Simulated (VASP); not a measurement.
# Hf3Co (Pm-3m) in VASP: a series of runs, part 2 of 2

VASP 6.6.1.

## (3) Relaxation of cell and atoms, PBE

This run uses another cell than the first one, of 16.79 Å³/atom, 0.878 times its volume.

INCAR reads:

```
SYSTEM = Hf3Co
PREC = Accurate
ENCUT = 600
EDIFF = 1E-6
ISMEAR = 0
SIGMA = 0.1
LREAL = .False.
LASPH = .True.
NELM = 60
ALGO = Fast
ISIF = 3
LWAVE = .False.
LCHARG = .False.
GGA = PE
IBRION = 2
NSW = 90
EDIFFG = -0.04
```

KPOINTS reads:

```
regular mesh
0
Gamma
  4 4 4
  0 0 0
```

POSCAR reads:

```
Hf3Co
1.0
    4.0649112688      0.0000000000      0.0000000000
    0.0000000000      4.0649112688      0.0000000000
    0.0000000000      0.0000000000      4.0649112688
Hf Co
3 1
Direct
    0.0000000000      0.5000000000      0.5000000000
    0.5000000000      0.0000000000      0.5000000000
    0.5000000000      0.5000000000      0.0000000000
    0.0000000000      0.0000000000      0.0000000000
```

Potentials or basis: VASP PAW PBE potentials, release 64 (Hf_pv, Co).

The run is started by

```
cat potpaw_PBE.64/Hf_pv/POTCAR potpaw_PBE.64/Co/POTCAR > POTCAR
mpirun -np 1 vasp_std > vasp.out
```

OUTCAR:

```text
SYSTEM = Hf3Co
   PREC = Accurate
   ENCUT = 600
   EDIFF = 1E-6
   ISMEAR = 0
   LREAL = .False.
   LASPH = .True.
   NELM = 60
   ISIF = 3
   GGA = PE
   IBRION = 2
   NSW = 90
   EDIFFG = -0.04

 ion  position               nearest neighbor table
   1  0.000  0.500  0.500-   2 2.87   3 2.87   4 2.87   3 2.87   4 2.87   2 2.87   4 2.87   4 2.87
                             2 2.87   3 2.87   3 2.87   2 2.87
   2  0.500  0.000  0.500-   1 2.87   3 2.87   4 2.87   3 2.87   4 2.87   1 2.87   3 2.87   3 2.87
                             1 2.87   4 2.87   4 2.87   1 2.87
   3  0.500  0.500  0.000-   1 2.87   2 2.87   4 2.87   1 2.87   2 2.87   2 2.87   4 2.87   2 2.87
                             1 2.87   4 2.87   1 2.87   4 2.87
   4  0.000  0.000  0.000-   1 2.87   2 2.87   3 2.87   1 2.87   2 2.87   1 2.87   3 2.87   1 2.87
                             2 2.87   3 2.87   2 2.87   3 2.87

  LATTYP: Found a simple cubic cell.
 ALAT       =     4.0649112688

  Lattice vectors:

 A1 = (   4.0649112688,   0.0000000000,   0.0000000000)
 A2 = (   0.0000000000,   4.0649112688,   0.0000000000)
 A3 = (   0.0000000000,   0.0000000000,   4.0649112688)

Analysis of symmetry for initial positions (statically):
=====================================================================
 Subroutine PRICEL returns:
 Original cell was already a primitive cell.

 Routine SETGRP: Setting up the symmetry group for a
 simple cubic supercell.

 Subroutine GETGRP returns: Found 48 space group operations
 (whereof 48 operations were pure point group operations)
 out of a pool of 48 trial point group operations.

The static configuration has the point symmetry O_h .

Analysis of symmetry for dynamics (positions and initial velocities):
=====================================================================
 Subroutine PRICEL returns:
 Original cell was already a primitive cell.

 Routine SETGRP: Setting up the symmetry group for a
 simple cubic supercell.

 Subroutine GETGRP returns: Found 48 space group operations
 (whereof 48 operations were pure point group operations)
 out of a pool of 48 trial point group operations.

The dynamic configuration has the point symmetry O_h .

 Subroutine INISYM returns: Found 48 space group operations
 (whereof 48 operations are pure point group operations),
 and found     1 'primitive' translations

----------------------------------------------------------------------------------------

                                     Primitive cell

  volume of cell :      67.1666

  direct lattice vectors                    reciprocal lattice vectors
     4.064911269  0.000000000  0.000000000     0.246007830  0.000000000  0.000000000
     0.000000000  4.064911269  0.000000000     0.000000000  0.246007830  0.000000000
     0.000000000  0.000000000  4.064911269     0.000000000  0.000000000  0.246007830

  length of vectors
     4.064911269  4.064911269  4.064911269     0.246007830  0.246007830  0.246007830

  position of ions in fractional coordinates (direct lattice)
     0.000000000  0.500000000  0.500000000
     0.500000000  0.000000000  0.500000000
     0.500000000  0.500000000  0.000000000
     0.000000000  0.000000000  0.000000000

  ion indices of the primitive-cell ions
   primitive index   ion index
[... 57 lines left out ...]
   LSORBIT =      F    spin-orbit coupling
   LASPH  =      T    aspherical Exc in radial PAW
   ENCUT  =  600.0 eV  44.10 Ry    6.64 a.u.   8.12  8.12  8.12*2*pi/ulx,y,z
   NELM   =     60;   NELMIN=  2; NELMDL= -5     # of ELM steps
   EDIFF  = 0.1E-05   stopping-criterion for ELM
   LREAL  =      F    real-space projection
   EDIFFG = -.4E-01   stopping-criterion for IOM
   NSW    =     90    number of steps for IOM
   IBRION =      2    ionic relax: 0-MD 1-quasi-New 2-CG
   NFREE  =      1    steps in history (QN), initial steepest desc. (CG)
   ISIF   =      3    stress and relaxation
   ISYM   =      2    0-nonsym 1-usesym 2-fastsym
   POTIM  = 0.5000    time-step for ionic-motion
   TEBEG  =    0.0;   TEEND  =   0.0 temperature during run
   PSTRESS=    0.0 pullay stress
   NELECT =      39.0000    total number of electrons
   NUPDOWN=      -1.0000    fix difference up-down
   EMIN   =  10.00;   EMAX   =-10.00  energy-range for DOS
   EFERMI =   0.00;   METHOD = LEGACY
   ISMEAR =     0;   SIGMA  =   0.10  broadening in eV -4-tet -1-fermi 0-gaus
   EFERMI_NEDOS =   21; number of points for ismear=-14 and -15
   IALGO  =     68    algorithm
   IMIX   =      4    mixing-type and parameters
     AMIX     =   0.40;   BMIX     =  1.00
     AMIX_MAG =   1.60;   BMIX_MAG =  1.00
  volume/ion in A,a.u.               =      16.79       113.32
  Fermi-wavevector in a.u.,A,eV,Ry     =   1.365773  2.580937 25.379448  1.865337
  Thomas-Fermi vector in A             =   2.491972
   LORBIT       =      0    0 simple, 1 ext, 2 COOP (PROOUT), +10 PAW based schemes
   GGA     = PE    functional components
   LHFCALC =     F    Hartree Fock is set to
   AEXX    =    0.0000 exact exchange contribution
   IVDW    =     0    specifies the selected vdW correction
   LEPSILON=     F    determine dielectric tensor
   LRPA    =     F    only Hartree local field effects (RPA)
 conjugate gradient relaxation of ions
 non-spin polarized calculation
 RMM-DIIS sequential band-by-band and
 Gauss-broadening in eV      SIGMA  =   0.10
  energy-cutoff  :      600.00
  volume of cell :       67.17
 maximum number of plane-waves:      2272
   NGX = 17   NGY = 17   NGZ = 17

--------------------------------------- Ionic step        1  -------------------------------------------

 number of electron      39.0000013 magnetization

 Free energy of the ion-electron system (eV)
  ---------------------------------------------------
  ext. energy  EPLUGINS =         0.00000000
  ---------------------------------------------------
  free energy    TOTEN  =       -35.81536500 eV

  energy without entropy =      -35.78481283  energy(sigma->0) =      -35.80008891

------------------------ aborting loop because EDIFF is reached ----------------------------------------

  FORCE on cell =-STRESS in cart. coord.  units (eV):
  Direction    XX          YY          ZZ          XY          YZ          ZX
  --------------------------------------------------------------------------------------
  -------------------------------------------------------------------------------------
  Total        7.9645534      7.9645534      7.9645534      0.0000000      0.0000000      0.0000000
  in kB      189.9847752    189.9847752    189.9847752      0.0000000      0.0000000      0.0000000
  external PRESSURE =     189.9847752 kB  Pullay stress =       0.0000000 kB
[... 63 lines left out ...]
--------------------------------------- Ionic step        3  -------------------------------------------

 number of electron      38.9999984 magnetization

------------------------ aborting loop EDIFF was not reached (unconverged)  ----------------------------

  FORCE on cell =-STRESS in cart. coord.  units (eV):
  Direction    XX          YY          ZZ          XY          YZ          ZX
  --------------------------------------------------------------------------------------
  -------------------------------------------------------------------------------------
  Total        5.2818250      5.2818250      5.2818250     -0.0000000      0.0000000      0.0000000
  in kB      110.6976207    110.6976207    110.6976207     -0.0000000      0.0000000      0.0000000
  external PRESSURE =     110.6976207 kB  Pullay stress =       0.0000000 kB
[... 19 lines left out ...]
  FREE ENERGIE OF THE ION-ELECTRON SYSTEM (eV)
  ---------------------------------------------------
  free  energy   TOTEN  =       -32.7704040739 eV

  energy  without entropy=      -32.7332165810  energy(sigma->0) =      -32.75181033

[... ionic steps 4 to 7 ...]

--------------------------------------- Ionic step        8  -------------------------------------------

 number of electron      38.9999984 magnetization

------------------------ aborting loop because EDIFF is reached ----------------------------------------
[... 71 lines left out ...]
--------------------------------------- Ionic step       10  -------------------------------------------

 number of electron      38.9999983 magnetization

 Free energy of the ion-electron system (eV)
  ---------------------------------------------------
  ext. energy  EPLUGINS =         0.00000000
  ---------------------------------------------------
  free energy    TOTEN  =       -36.30088328 eV

  energy without entropy =      -36.26109977  energy(sigma->0) =      -36.28099153

 E-fermi :   5.5438     XC(G=0): -11.6985

 val. band max:        5.4754975007   @ k =   0.2500   0.0000   0.0000
 cond. band min:       5.5609918113   @ k =   0.5000   0.5000   0.2500
 fundamental gap:      0.0854943106
 Fermi energy:         5.5437893101

 k-point     1 :       0.0000    0.0000    0.0000
  band No.  band energies     occupation
      1     -25.2290      2.00000
      2     -25.2290      2.00000
      3     -25.2290      2.00000
      4     -24.6629      2.00000
      5     -24.6629      2.00000
      6     -24.6629      2.00000
[... 280 lines left out ...]
  FREE ENERGIE OF THE ION-ELECTRON SYSTEM (eV)
  ---------------------------------------------------
  free  energy   TOTEN  =       -36.3008832849 eV

  energy  without entropy=      -36.2610997711  energy(sigma->0) =      -36.28099153

 reached required accuracy - stopping structural energy minimisation
```

OSZICAR:

```text
N       E                     dE             d eps       ncg     rms          rms(c)
DAV:   1     0.256664514330E+03    0.25666E+03   -0.22146E+04   460   0.193E+03
DAV:   2    -0.171728348840E+02   -0.27384E+03   -0.27079E+03   467   0.467E+02
DAV:   3    -0.382494203735E+02   -0.21077E+02   -0.20476E+02   648   0.959E+01
[... 254 lines left out ...]
RMM:  10    -0.363009664974E+02    0.11641E-03   -0.26908E-04   651   0.949E-02    0.103E+00
RMM:  11    -0.363009242200E+02    0.42277E-04   -0.30526E-04   632   0.148E-01    0.109E-01
RMM:  12    -0.363008843420E+02    0.39878E-04   -0.92057E-05   506   0.348E-02    0.645E-02
RMM:  13    -0.363008826603E+02    0.16817E-05   -0.30434E-05   415   0.414E-02    0.111E-01
RMM:  14    -0.363008832849E+02   -0.62468E-06   -0.64513E-06   358   0.144E-02
  10 F= -.36300883E+02 E0= -.36280992E+02  d E =-.208398E-02
```

CONTCAR:

```text
Hf3Co
   1.00000000000000
     4.2381956796431286    0.0000000000000000   -0.0000000000000000
     0.0000000000000000    4.2381956796431286    0.0000000000000000
    -0.0000000000000000    0.0000000000000000    4.2381956796431286
  Hf              Co
     3     1
Direct
     0.0000000000000000    0.5000000000000000    0.5000000000000000
     0.5000000000000000    0.0000000000000000    0.5000000000000000
     0.5000000000000000    0.5000000000000000    0.0000000000000000
     0.0000000000000000    0.0000000000000000    0.0000000000000000

  0.00000000E+00  0.00000000E+00  0.00000000E+00
  0.00000000E+00  0.00000000E+00  0.00000000E+00
  0.00000000E+00  0.00000000E+00  0.00000000E+00
  0.00000000E+00  0.00000000E+00  0.00000000E+00
```

It took 2.3 min on 1 thread of Intel Xeon 6975P-C (Granite Rapids), shared host; peak memory 0.19 GiB.

What came out:

```yaml
Free_energy: -36.3009 eV
Relaxed_volume: 19.03 Å³/atom
Relaxed_cell: a = 4.238 Å, b = 4.238 Å, c = 4.238 Å, α = 90.00°, β = 90.00°, γ = 90.00°
Space_group_after_relaxing_to_0.05_Å: Pm-3m (No. 221)
Energy_gained_by_relaxing: 121.4 meV/atom
Ionic_steps: 10
Pressure_after_relaxing: -0.2 GPa
```

Step by step:
| step | energy change (eV) | largest force (eV/Å) | pressure (GPa) | volume (Å³) |
| --- | --- | --- | --- | --- |
| 1 | 0.0000 | 0.0000 | 19.00 | 67.17 |
| 2 | 0.1023 | 0.0000 | -13.63 | 88.44 |
| 3 | 3.0450 | 0.0000 | 11.07 | 76.45 |
| 4 | -0.1444 | 0.0000 | -6.54 | 81.25 |
| 5 | -0.4374 | 0.0000 | -4.76 | 79.37 |
| 6 | -0.4709 | 0.0000 | -2.67 | 77.90 |
| 7 | -0.4805 | 0.0000 | -1.68 | 77.17 |
| 8 | -0.4834 | 0.0000 | -1.18 | 76.81 |
| 9 | -0.4827 | 0.0000 | 1.52 | 75.41 |
| 10 | -0.4855 | 0.0000 | -0.19 | 76.13 |

Final structure:
```
Hf Co
1.0
     4.23820    0.00000    0.00000
     0.00000    4.23820    0.00000
     0.00000    0.00000    4.23820
Hf Co
3 1
Cartesian
  0.0000 2.1191 2.1191
  2.1191 0.0000 2.1191
  2.1191 2.1191 0.0000
  0.0000 0.0000 0.0000
```

Levels at points of the mesh, in eV from the Fermi level:
```csv
k point,band 15,band 16,band 17,band 18,band 19,band 20,band 21,band 22,band 23
"(0.00, 0.00, 0.00)",-2.42,-2.42,-0.12,-0.12,-0.12,0.73,0.73,2.77,2.77
"(0.50, 0.00, 0.00)",-1.22,-1.22,-1.03,-0.78,-0.70,-0.70,1.41,1.41,1.61
"(0.50, 0.50, 0.00)",-1.24,-1.22,-0.94,-0.92,-0.74,-0.31,-0.17,-0.17,1.74
"(0.50, 0.50, 0.50)",-0.91,-0.44,-0.44,-0.44,0.61,0.61,0.61,1.27,1.27
```

Caveat: the k points lie up to 0.37 Å⁻¹ apart in the final cell; spin-orbit coupling is left out, which moves the levels of the heavy elements. Spin polarisation is off, so any magnetic state and its effect on volume and gap are missing.

## (4) Single point, PBE, collinear spin, ferromagnetic start

This run uses another cell than the first one, of 16.79 Å³/atom, 0.878 times its volume.

INCAR reads:

```
PREC = Accurate ; ENCUT = 520
EDIFF = 1E-6 ; ISMEAR = 0
SIGMA = 0.1 ; LREAL = False
LASPH = True ; NELM = 150
ALGO = Fast ; ISIF = 2
LWAVE = False ; LCHARG = False
ISPIN = 2 ; MAGMOM = 0 0 0 3
LORBIT = 11 ; LMAXMIX = 4
GGA = PE ; NBANDS = 32
```

KPOINTS reads:

```
regular mesh
0
Gamma
  4 4 4
```

POSCAR is that of step 3.

The run is started by

```
cat potpaw_PBE.64/Hf_pv/POTCAR potpaw_PBE.64/Co/POTCAR > POTCAR
mpirun -np 1 vasp_std > vasp.out
```

Run time: 62 s. Hardware: 1 thread of Intel Xeon 6975P-C (Granite Rapids), shared host; peak memory 0.2 GiB.

It converged, with:

| Property | Result |
| --- | --- |
| Free energy | -35.8146 eV |
| Pressure | 19.0 GPa |
| Net moment | 0.00 μB per cell |
| Valence electrons inside the program's atomic spheres | Hf 8.72; Co 8.24 |

Levels at points of the mesh, in eV from the Fermi level:
Spin up:
```csv
k point,band 16,band 17,band 18,band 19,band 20,band 21,band 22,band 23
"(0.00, 0.00, 0.00)",-2.95,-0.22,-0.22,-0.22,0.84,0.84,3.36,3.36
"(0.50, 0.00, 0.00)",-1.40,-1.39,-0.92,-0.86,-0.86,1.64,1.64,1.82
"(0.50, 0.50, 0.00)",-1.44,-1.27,-1.08,-0.89,-0.39,-0.39,-0.32,1.95
"(0.50, 0.50, 0.50)",-0.57,-0.57,-0.57,0.93,0.93,0.93,1.27,1.27
```
Spin down:
| k point | band 17 | band 18 | band 19 | band 20 | band 21 | band 22 |
| --- | --- | --- | --- | --- | --- | --- |
| (0.00, 0.00, 0.00) | -0.22 | -0.22 | -0.22 | 0.84 | 0.84 | 3.36 |
| (0.50, 0.00, 0.00) | -1.39 | -0.92 | -0.86 | -0.86 | 1.64 | 1.64 |
| (0.50, 0.50, 0.00) | -1.27 | -1.08 | -0.89 | -0.39 | -0.39 | -0.32 |
| (0.50, 0.50, 0.50) | -0.57 | -0.57 | 0.93 | 0.93 | 0.93 | 1.27 |

Caveat: the k points lie up to 0.39 Å⁻¹ apart; the starting moments collapsed, and a magnetic state may lie lower; spin-orbit coupling is left out, which moves the levels of the heavy elements.

## (5) Single point, PBE

This run uses another cell than the first one, of 19.05 Å³/atom, 0.996 times its volume.

INCAR reads:

```
SYSTEM = Hf3Co
  PREC = Accurate
  ENCUT = 520
  EDIFF = 1E-6
  ISMEAR = 0
  SIGMA = 0.1
  LREAL = .False.
  LASPH = .True.
  NELM = 80
  ALGO = Fast
  ISIF = 2
  LWAVE = .False.
  LCHARG = .True.
  GGA = PE
  LELF = .True.
  LVHAR = .True.
  NBANDS = 28
```

KPOINTS reads:

```
Automatic mesh
0
Gamma
  12 12 12
  0 0 0
```

POSCAR reads:

```
Hf3Co
1.0
    4.2397034111      0.0000000000      0.0000000000
    0.0000000000      4.2397034111      0.0000000000
    0.0000000000      0.0000000000      4.2397034111
Hf Co
3 1
Direct
    0.0000000000      0.5000000000      0.5000000000
    0.5000000000      0.0000000000      0.5000000000
    0.5000000000      0.5000000000      0.0000000000
    0.0000000000      0.0000000000      0.0000000000
```

Potentials or basis: VASP PAW PBE potentials, release 64 (Hf_pv, Co).

The run is started by

```
cat potpaw_PBE.64/Hf_pv/POTCAR potpaw_PBE.64/Co/POTCAR > POTCAR
mpirun -np 1 vasp_std > vasp.out
```

OUTCAR:

```text
SYSTEM = Hf3Co
   PREC = Accurate
   ENCUT = 520
   EDIFF = 1E-6
   ISMEAR = 0
   LREAL = .False.
   LASPH = .True.
   NELM = 80
   ISIF = 2
   GGA = PE

 ion  position               nearest neighbor table
   1  0.000  0.500  0.500-   2 3.00   3 3.00   4 3.00   3 3.00   4 3.00   2 3.00   4 3.00   4 3.00
                             2 3.00   3 3.00   3 3.00   2 3.00
   2  0.500  0.000  0.500-   1 3.00   3 3.00   4 3.00   3 3.00   4 3.00   1 3.00   3 3.00   3 3.00
                             1 3.00   4 3.00   4 3.00   1 3.00
   3  0.500  0.500  0.000-   1 3.00   2 3.00   4 3.00   1 3.00   2 3.00   2 3.00   4 3.00   2 3.00
                             1 3.00   4 3.00   1 3.00   4 3.00
   4  0.000  0.000  0.000-   1 3.00   2 3.00   3 3.00   1 3.00   2 3.00   1 3.00   3 3.00   1 3.00
[... 950 lines left out ...]
  Total       -0.3717194     -0.3717194     -0.3717194     -0.0000000     -0.0000000      0.0000000
  in kB       -7.8148267     -7.8148267     -7.8148267     -0.0000000     -0.0000000      0.0000000
  external PRESSURE =      -7.8148267 kB  Pullay stress =       0.0000000 kB

 VOLUME and BASIS-vectors are now :
 -----------------------------------------------------------------------------
  energy-cutoff  :      520.00
  volume of cell :       76.21
      direct lattice vectors                 reciprocal lattice vectors
     4.239703411  0.000000000  0.000000000     0.235865555  0.000000000  0.000000000
     0.000000000  4.239703411  0.000000000     0.000000000  0.235865555  0.000000000
     0.000000000  0.000000000  4.239703411     0.000000000  0.000000000  0.235865555

 POSITION                                       TOTAL-FORCE (eV/Angst)
 -----------------------------------------------------------------------------------
      0.00000      2.11985      2.11985         0.000000      0.000000      0.000000
      2.11985      0.00000      2.11985         0.000000      0.000000      0.000000
      2.11985      2.11985      0.00000         0.000000      0.000000      0.000000
      0.00000      0.00000      0.00000         0.000000      0.000000      0.000000
 -----------------------------------------------------------------------------------
    total drift:                                0.000000     -0.000000     -0.000000

  FREE ENERGIE OF THE ION-ELECTRON SYSTEM (eV)
  ---------------------------------------------------
  free  energy   TOTEN  =       -36.2946204678 eV

  energy  without entropy=      -36.2592747832  energy(sigma->0) =      -36.27694763
```

stdout:

```text
POSCAR found type information on POSCAR HfCo
 POSCAR found :  2 types and       4 ions
 scaLAPACK will be used
 LDA part: xc-table for (Slater+PW92), standard interpolation
 POSCAR, INCAR and KPOINTS ok, starting setup
 FFT: planning ... GRIDC
 FFT: planning ... GRID_SOFT
 FFT: planning ... GRID
 WAVECAR not read
 entering main loop
```

Run time: 2.1 min. Hardware: 1 thread of Intel Xeon 6975P-C (Granite Rapids), shared host; peak memory 0.29 GiB.

What came out:

```yaml
Free_energy: -36.2946 eV
Pressure: -0.8 GPa
```

Caveat: spin-orbit coupling is left out, which moves the levels of the heavy elements.

## (6) The runs side by side

```tsv
task	cell	k mesh	cutoff (eV)	gap on the mesh (eV)	pressure (GPa)
single point	a = 4.246 Å, 4 atoms	4 × 4 × 4	520	none	-0.1
relaxation of cell and atoms	relaxed from a = 4.065 Å, 4 atoms	4 × 4 × 4	600	none	-0.2
single point	a = 4.240 Å, 4 atoms	12 × 12 × 12	520	none	-0.8
```

Alike in all rows: level PBE; potentials or basis VASP PAW PBE potentials, release 64 (Hf_pv, Co); no spin polarisation; smearing gaussian 0.1 eV.

Caveats: some runs use coarse meshes; spin-orbit coupling is left out, which moves the levels of the heavy elements.

Total energies depend on the potentials used, so only differences within one code and one set of settings carry meaning.
